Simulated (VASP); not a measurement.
# BN in VASP: a series of runs, part 2 of 2

VASP 6.6.1. Earlier steps stand in the parts before.

## Step 4: Single point, PBE (epitaxial 111 strain -3.0%)

Input file INCAR:

```
SYSTEM = BN
PREC     = Accurate       ! precision mode
ENCUT    = 520            ! plane-wave cutoff, eV
EDIFF    = 1E-6           ! SCF threshold, eV
ISMEAR   = 0              ! smearing method
SIGMA    = 0.01           ! smearing width, eV
LREAL    = .FALSE.        ! projectors in reciprocal space
LASPH    = .TRUE.         ! aspherical terms in the spheres
NELM     = 80             ! most SCF steps
ALGO     = Normal         ! electronic algorithm
ISIF     = 2              ! what is computed and relaxed
LWAVE    = .FALSE.        ! write WAVECAR
LCHARG   = .FALSE.        ! write CHGCAR
GGA      = PE             ! functional
NBANDS   = 11             ! bands
```

Input file KPOINTS:

```
Automatic mesh
0
G
  6 6 6
  0 0 0
```

Input file POSCAR:

```
BN
1.0
    0.0418970831      1.7925777841      1.7925777841
    1.7925777841      0.0418970831      1.7925777841
    1.7925777841      1.7925777841      0.0418970831
B N
1 1
Direct
    0.0002707312      0.0002707312      0.0002707312
    0.2497292688      0.2497292688      0.2497292688
```

Potentials or basis: VASP PAW PBE potentials, release 64 (B, N).

Run with:

```bash
cat potpaw_PBE.64/B/POTCAR potpaw_PBE.64/N/POTCAR > POTCAR
mpirun -np 1 vasp_std > vasp.out
```

OUTCAR:

```text
SYSTEM = BN
   PREC = Accurate
   ENCUT = 520
   EDIFF = 1E-6
   ISMEAR = 0
   LREAL = .FALSE.
   LASPH = .TRUE.
   NELM = 80
   ISIF = 2
   GGA = PE

 ion  position               nearest neighbor table
   1  0.000  0.000  0.000-   2 1.52   2 1.52   2 1.52   2 1.57
   2  0.250  0.250  0.250-   1 1.52   1 1.52   1 1.52   1 1.57

  LATTYP: Found a trigonal (rhomboedric) cell.
 ALAT       =     2.5354340042
 COS(alpha) =     0.5232296191

  Lattice vectors:

 A1 = (   0.0418970831,   1.7925777841,   1.7925777841)
 A2 = (   1.7925777841,   0.0418970831,   1.7925777841)
 A3 = (   1.7925777841,   1.7925777841,   0.0418970831)

Analysis of symmetry for initial positions (statically):
=====================================================================
 Subroutine PRICEL returns:
 Original cell was already a primitive cell.

 Routine SETGRP: Setting up the symmetry group for a
 trigonal (rhombohedral) supercell.

 Subroutine GETGRP returns: Found  6 space group operations
 (whereof  6 operations were pure point group operations)
 out of a pool of 12 trial point group operations.

The static configuration has the point symmetry C_3v.

Analysis of symmetry for dynamics (positions and initial velocities):
=====================================================================
 Subroutine PRICEL returns:
 Original cell was already a primitive cell.

 Routine SETGRP: Setting up the symmetry group for a
 trigonal (rhombohedral) supercell.

 Subroutine GETGRP returns: Found  6 space group operations
 (whereof  6 operations were pure point group operations)
 out of a pool of 12 trial point group operations.

The dynamic configuration has the point symmetry C_3v.

 Subroutine INISYM returns: Found  6 space group operations
 (whereof  6 operations are pure point group operations),
 and found     1 'primitive' translations

----------------------------------------------------------------------------------------

                                     Primitive cell

  volume of cell :      11.1165

  direct lattice vectors                    reciprocal lattice vectors
     0.041897083  1.792577784  1.792577784    -0.288902275  0.282304113  0.282304113
     1.792577784  0.041897083  1.792577784     0.282304113 -0.288902275  0.282304113
     1.792577784  1.792577784  0.041897083     0.282304113  0.282304113 -0.288902275

  length of vectors
     2.535434004  2.535434004  2.535434004     0.492803966  0.492803966  0.492803966

  position of ions in fractional coordinates (direct lattice)
     0.000270731  0.000270731  0.000270731
     0.249729269  0.249729269  0.249729269

  ion indices of the primitive-cell ions
   primitive index   ion index
                 1           1
                 2           2

----------------------------------------------------------------------------------------

 KPOINTS: Automatic mesh

Automatic generation of k-mesh.
 Grid dimensions read from file:
 generate k-points for:    6    6    6

 Generating k-lattice:

  Cartesian coordinates                     Fractional coordinates (reciprocal lattice)
    -0.048150379  0.047050685  0.047050685     0.166666667  0.000000000  0.000000000
     0.047050685 -0.048150379  0.047050685     0.000000000  0.166666667  0.000000000
     0.047050685  0.047050685 -0.048150379     0.000000000  0.000000000  0.166666667

  Length of vectors
     0.082133994  0.082133994  0.082133994

  Shift w.r.t. Gamma in fractional coordinates (k-lattice)
     0.000000000  0.000000000  0.000000000

 Subroutine IBZKPT returns following result:
 ===========================================

 Found     32 irreducible k-points:

 Following reciprocal coordinates:
            Coordinates               Weight
  0.000000  0.000000  0.000000      1.000000
  0.166667 -0.000000 -0.000000      6.000000
  0.333333 -0.000000 -0.000000      6.000000
  0.500000  0.000000  0.000000      3.000000
  0.166667  0.166667  0.000000      6.000000
  0.333333  0.166667 -0.000000     12.000000
[... 16 lines left out ...]
  0.500000  0.500000  0.166667      6.000000
 -0.333333  0.500000  0.166667     12.000000
 [... further k-points ...]
   k-points           NKPTS =     32   k-points in BZ     NKDIM =     32   number of bands    NBANDS=     11
   number of dos      NEDOS =    301   number of ions     NIONS =      2
   total plane-waves  NPLWV =   8000
   dimension x,y,z NGX =    20 NGY =   20 NGZ =   20
   dimension x,y,z NGXF=    40 NGYF=   40 NGZF=   40
   ions per type =               1   1
   NGX,Y,Z   is equivalent  to a cutoff of  13.11, 13.11, 13.11 a.u.
   NGXF,Y,Z  is equivalent  to a cutoff of  26.23, 26.23, 26.23 a.u.
 SYSTEM =  BN
   PREC   = accura    normal or accurate (medium, high low for compatibility)
   ISTART =      0    job   : 0-new  1-cont  2-samecut
   ICHARG =      2    charge: 1-file 2-atom 10-const
   ISPIN  =      1    spin polarized calculation?
   LNONCOLLINEAR =      F non collinear calculations
   LSORBIT =      F    spin-orbit coupling
   LASPH  =      T    aspherical Exc in radial PAW
   ENCUT  =  520.0 eV  38.22 Ry    6.18 a.u.   4.71  4.71  4.71*2*pi/ulx,y,z
   NELM   =     80;   NELMIN=  2; NELMDL= -5     # of ELM steps
   EDIFF  = 0.1E-05   stopping-criterion for ELM
   LREAL  =      F    real-space projection
   EDIFFG = 0.1E-04   stopping-criterion for IOM
   NSW    =      0    number of steps for IOM
   IBRION =     -1    ionic relax: 0-MD 1-quasi-New 2-CG
   NFREE  =      0    steps in history (QN), initial steepest desc. (CG)
   ISIF   =      2    stress and relaxation
   ISYM   =      2    0-nonsym 1-usesym 2-fastsym
   POTIM  = 0.5000    time-step for ionic-motion
   TEBEG  =    0.0;   TEEND  =   0.0 temperature during run
   PSTRESS=    0.0 pullay stress
   NELECT =       8.0000    total number of electrons
   NUPDOWN=      -1.0000    fix difference up-down
   EMIN   =  10.00;   EMAX   =-10.00  energy-range for DOS
   EFERMI =   0.00;   METHOD = LEGACY
   ISMEAR =     0;   SIGMA  =   0.01  broadening in eV -4-tet -1-fermi 0-gaus
   EFERMI_NEDOS =   21; number of points for ismear=-14 and -15
   IALGO  =     38    algorithm
   IMIX   =      4    mixing-type and parameters
     AMIX     =   0.40;   BMIX     =  1.00
     AMIX_MAG =   1.60;   BMIX_MAG =  1.00
  volume/ion in A,a.u.               =       5.56        37.51
  Fermi-wavevector in a.u.,A,eV,Ry     =   1.467063  2.772348 29.283483  2.152275
  Thomas-Fermi vector in A             =   2.582726
   LORBIT       =      0    0 simple, 1 ext, 2 COOP (PROOUT), +10 PAW based schemes
   GGA     = PE    functional components
   LHFCALC =     F    Hartree Fock is set to
   AEXX    =    0.0000 exact exchange contribution
   IVDW    =     0    specifies the selected vdW correction
   LEPSILON=     F    determine dielectric tensor
   LRPA    =     F    only Hartree local field effects (RPA)
 non-spin polarized calculation
 Gauss-broadening in eV      SIGMA  =   0.01
  energy-cutoff  :      520.00
  volume of cell :       11.12
 maximum number of plane-waves:       308
   NGX =  9   NGY =  9   NGZ =  9

 number of electron       8.0000000 magnetization

 Free energy of the ion-electron system (eV)
  ---------------------------------------------------
  ext. energy  EPLUGINS =         0.00000000
  ---------------------------------------------------
  free energy    TOTEN  =       -17.34647178 eV

  energy without entropy =      -17.34647178  energy(sigma->0) =      -17.34647178

 E-fermi :   8.3488     XC(G=0): -13.1226

 val. band max:        8.2518091681   @ k =   0.0000   0.0000   0.0000
 cond. band min:      12.6549142319   @ k =   0.5000   0.5000  -0.0000
 fundamental gap:      4.4031050638
 Fermi energy:         8.3488289524

 k-point     1 :       0.0000    0.0000    0.0000
  band No.  band energies     occupation
      1     -12.7703      2.00000
      2       8.0025      2.00000
      3       8.2518      2.00000
      4       8.2518      2.00000
      5      16.4231      0.00000
      6      17.6016      0.00000
      7      17.6016      0.00000
      8      19.7726      0.00000
      9      34.0690      0.00000
     10      36.7074      0.00000
     11      36.7074      0.00000
[... 309 lines left out ...]
 k-point    24 :      -0.3333    0.5000    0.1667
  band No.  band energies     occupation
      1      -6.5474      2.00000
      2      -0.3892      2.00000
      3       1.4944      2.00000
      4       1.7526      2.00000
      5      16.1145      0.00000
      6      20.7185      0.00000
      7      23.9142      0.00000
      8      25.9292      0.00000
      9      28.7080      0.00000
     10      35.1458      0.00000
     11      39.3468      0.00000

 [... further k-points ...]

------------------------ aborting loop because EDIFF is reached ----------------------------------------

  FORCE on cell =-STRESS in cart. coord.  units (eV):
  Direction    XX          YY          ZZ          XY          YZ          ZX
  --------------------------------------------------------------------------------------
  -------------------------------------------------------------------------------------
  Total        2.0795535      2.0795535      2.0795535     -0.8472724     -0.8472724     -0.8472724
  in kB      299.7180768    299.7180768    299.7180768   -122.1141222   -122.1141222   -122.1141222
  external PRESSURE =     299.7180768 kB  Pullay stress =       0.0000000 kB

 VOLUME and BASIS-vectors are now :
 -----------------------------------------------------------------------------
  energy-cutoff  :      520.00
  volume of cell :       11.12
      direct lattice vectors                 reciprocal lattice vectors
     0.041897083  1.792577784  1.792577784    -0.288902275  0.282304113  0.282304113
     1.792577784  0.041897083  1.792577784     0.282304113 -0.288902275  0.282304113
     1.792577784  1.792577784  0.041897083     0.282304113  0.282304113 -0.288902275

 POSITION                                       TOTAL-FORCE (eV/Angst)
 -----------------------------------------------------------------------------------
      0.00098      0.00098      0.00098         0.030872      0.030872      0.030872
      0.90578      0.90578      0.90578        -0.030872     -0.030872     -0.030872
 -----------------------------------------------------------------------------------
    total drift:                               -0.000015     -0.000015     -0.000015

  FREE ENERGIE OF THE ION-ELECTRON SYSTEM (eV)
  ---------------------------------------------------
  free  energy   TOTEN  =       -17.3464717849 eV

  energy  without entropy=      -17.3464717849  energy(sigma->0) =      -17.34647178
```

Wall time 4.8 s (1 thread of Intel Xeon Platinum 8259CL at 2.50GHz (Skylake/Cascade Lake), shared host); peak memory 0.12 GiB.

Results:

```
Free energy            : -17.3465 eV
Pressure               : 30.0 GPa
Largest force          : 0.053 eV/Å
Band gap on the k mesh : 4.40 eV, indirect (least direct gap 8.17 eV)
```

Forces in eV/Å, atoms in the order of the input:
```
B    0.031  0.031  0.031
N   -0.031 -0.031 -0.031
```

Caveat: the k points lie up to 0.52 Å⁻¹ apart; the cell differs from its parent crystal (epitaxial 111 strain -3.0%).

## Step 5: Overview

| cell | gap on the mesh (eV) | pressure (GPa) | largest force (eV/Å) |
| --- | --- | --- | --- |
| a = 2.552 Å, angles 60.0°, 2 atoms | 4.46 | 5.1 | - |
| a = 2.530 Å, angles 57.9°, 2 atoms | 4.35 | 39.8 | 0.07 |
| a = 2.535 Å, angles 58.5°, 2 atoms | 4.40 | 30.0 | 0.05 |

Alike in all rows: task single point; level PBE; potentials or basis VASP PAW PBE potentials, release 64 (B, N); no spin polarisation; k mesh 6 × 6 × 6; cutoff (eV) 520; smearing gaussian 0.01 eV.

Caveats: all runs use coarse meshes.

Absolute energies hang on the potentials; compare differences alone.
